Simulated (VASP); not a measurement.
Write the native input for VASP 6.6.1 that does the following.

```
Task                   : single point
Functional             : PBE
Potentials or basis    : VASP PAW PBE potentials, release 64 (Si, Al)
Cutoff                 : 520 eV
k mesh                 : 2 × 2 × 2
Occupations            : gaussian, width 0.02 eV
Spin                   : collinear spin
Starting moments       : [0.0, 0.0, 0.0, 0.0, 0.0, 0.0, 0.0, 0.0, 0.0, 0.0, 0.0, 0.0, 0.0, 0.0, 0.0, 0.0, 1.0] μB
Dipole correction      : no
Further INCAR settings : LREAL = Auto; ALGO = Normal; EDIFF = 1e-06; NBANDS = 52
```

The structure of AlSi16 (a cell with a defect) lies in POSCAR:

```
AlSi16
1.0
    0.0000000000      5.4300000000      5.4300000000
    5.4300000000      0.0000000000      5.4300000000
    5.4300000000      5.4300000000      0.0000000000
Si Al
16 1
Direct
   -0.0017776443      0.0008947628      0.0006128299
    0.1346525373      0.1228035787      0.1225160884
    0.0120899146     -0.0063824828      0.4973139654
    0.1346149187      0.1228272543      0.6203758618
    0.0120930665      0.4975969594     -0.0066766106
    0.1345929907      0.6206575097      0.1225534731
    0.0120992848      0.4976121890      0.4973369026
    0.1344028555      0.6221787461      0.6218910322
    0.5153709112      0.0009985381      0.0008027574
    0.6360101620      0.1217052154      0.1213586699
    0.5153297427      0.0009313160      0.4832513025
    0.6373237454      0.1232358221      0.6198886982
    0.5153013029      0.4835932563      0.0006759980
    0.6373347391      0.6201482938      0.1229697414
    0.5057461751      0.4983688546      0.4981075881
    0.6373509076      0.6201393469      0.6198749897
    0.3871276902      0.8712798396      0.8709709119
```

The input as run:

INCAR

```
SYSTEM = AlSi16
PREC = Accurate
ENCUT = 520
EDIFF = 1E-6
ISMEAR = 0
SIGMA = 0.02
LREAL = Auto
LASPH = .TRUE.
NELM = 150
ALGO = Normal
ISIF = 2
LWAVE = .FALSE.
LCHARG = .TRUE.
ISPIN = 2
MAGMOM = 0 0 0 0 0 0 0 0 0 0 0 0 0 0 0 0 1
LORBIT = 11
GGA = PE
LELF = .TRUE.
LVHAR = .TRUE.
NBANDS = 52
```

KPOINTS

```
Automatic mesh
0
G
  2 2 2
  0 0 0
```

Potentials or basis: VASP PAW PBE potentials, release 64 (Si, Al).

Launch:

```bash
$ cat potpaw_PBE.64/Si/POTCAR potpaw_PBE.64/Al/POTCAR > POTCAR
$ mpirun -np 1 vasp_std > vasp.out
```

Results of the run:

- Pressure: 5.4 GPa
- Largest force: 0.038 eV/Å
- Net moment: 0.25 μB per cell
- Valence electrons inside the program's atomic spheres: Si 1.71, 1.67, 1.70, 1.75, 1.69 (each value once); Al 0.84

Caveat: the k points lie up to 0.50 Å⁻¹ apart.

Run time: 8.4 min on 1 thread of Intel(R) Xeon(R) Platinum 8488C (Sapphire Rapids) (shared host), peak memory 0.7 GiB.
